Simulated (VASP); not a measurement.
Wanted: the native input for a VASP 6.6.1 run.

```
Task                   : single point
Functional             : LDA
Potentials or basis    : VASP PAW LDA potentials, release 64 (Ir)
Cutoff                 : 520 eV
k mesh                 : 19 × 19 × 19
Occupations            : fermi-dirac, width 0.08 eV
Spin                   : no spin polarisation
Dipole correction      : no
Further INCAR settings : ALGO = Normal; EDIFF = 1e-07; NBANDS = 10
```

The structure of Ir lies in POSCAR:

```
Ir
1.0
    0.0000000000      1.6927322839      1.6927322839
    1.6927322839      0.0000000000      1.6927322839
    1.6927322839      1.6927322839      0.0000000000
Ir
1
Direct
    0.0000000000      0.0000000000      0.0000000000
```

One way to write it, as run:

INCAR

```
SYSTEM = Ir
PREC = Accurate
ENCUT = 520
EDIFF = 1E-7
ISMEAR = -1
SIGMA = 0.08
LREAL = .False.
LASPH = .True.
NELM = 80
ALGO = Normal
ISIF = 2
LWAVE = .False.
LCHARG = .True.
LELF = .True.
LVHAR = .True.
NBANDS = 10
```

KPOINTS

```
regular mesh
0
Gamma
  19 19 19
  0 0 0
```

Potentials or basis: VASP PAW LDA potentials, release 64 (Ir).

The run is started by

```console
$ cat potpaw_LDA.64/Ir/POTCAR > POTCAR
$ mpirun -np 1 vasp_std > vasp.out
```

It gave:

```yaml
Pressure: 353.5 GPa
```

Run time: 11 s on 1 thread of AMD EPYC 9R45 96-Core Processor (Zen 5), with other jobs on the host, peak memory 0.11 GiB.
